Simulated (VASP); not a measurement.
Runs of VASP 6.6.1 on Al2O3. The structure is that of space group P-6m2 (No. 187), or close to it. The cells are those of the table. 

```tsv
cell	gap on the mesh (eV)	pressure (GPa)	largest force (eV/Å)
a = 2.781, b = 2.781, c = 6.859 Å, angles 90.0, 90.0, 120.0°, 5 atoms	5.30	26.9	1.66
a = 2.838, b = 2.838, c = 6.640 Å, angles 90.0, 90.0, 120.0°, 5 atoms	4.52	20.7	1.45
a = 2.925, b = 2.925, c = 6.640 Å, angles 90.0, 90.0, 120.0°, 5 atoms	3.64	4.6	1.76
a = 2.810, b = 2.810, c = 6.859 Å, angles 90.0, 90.0, 120.0°, 5 atoms	4.98	20.4	1.33
a = 2.867, b = 2.867, c = 6.640 Å, angles 90.0, 90.0, 120.0°, 5 atoms	4.22	14.8	1.40
a = 2.838, b = 2.838, c = 7.077 Å, angles 90.0, 90.0, 120.0°, 5 atoms	(a)	9.2	0.61
a = 2.896, b = 2.896, c = 6.640 Å, angles 90.0, 90.0, 120.0°, 5 atoms	(c)	9.5	1.59
a = 2.781, b = 2.781, c = 7.077 Å, angles 90.0, 90.0, 120.0°, 5 atoms	5.39	20.6	1.20
a = 2.781, b = 2.781, c = 6.640 Å, angles 90.0, 90.0, 120.0°, 5 atoms	(b)	34.3	2.12
a = 2.838, b = 2.838, c = 6.859 Å, angles 90.0, 90.0, 120.0°, 5 atoms	4.67	14.5	1.03
a = 2.810, b = 2.810, c = 7.077 Å, angles 90.0, 90.0, 120.0°, 5 atoms	5.08	14.6	0.89
a = 2.781, b = 2.781, c = 7.296 Å, angles 90.0, 90.0, 120.0°, 5 atoms	5.43	(d)	0.76
```

Alike in all rows: task single point; level PBE+D3(BJ); potentials or basis VASP PAW PBE potentials, release 64 (Al, O); no spin polarisation; k mesh 9 × 9 × 4; cutoff (eV) 520; smearing gaussian 0.05 eV.

Problem. Estimate the missing entries.

Solution. (a) 4.78; (b) 5.15; (c) 3.92; (d) 15.2.

Caveats: the cell stands under pressure; an odd mesh through Γ misses points on the zone boundary, where band edges can lie; forces of over 1 eV/Å act on the atoms, so gaps and moduli don't describe the material at rest (at least some runs).
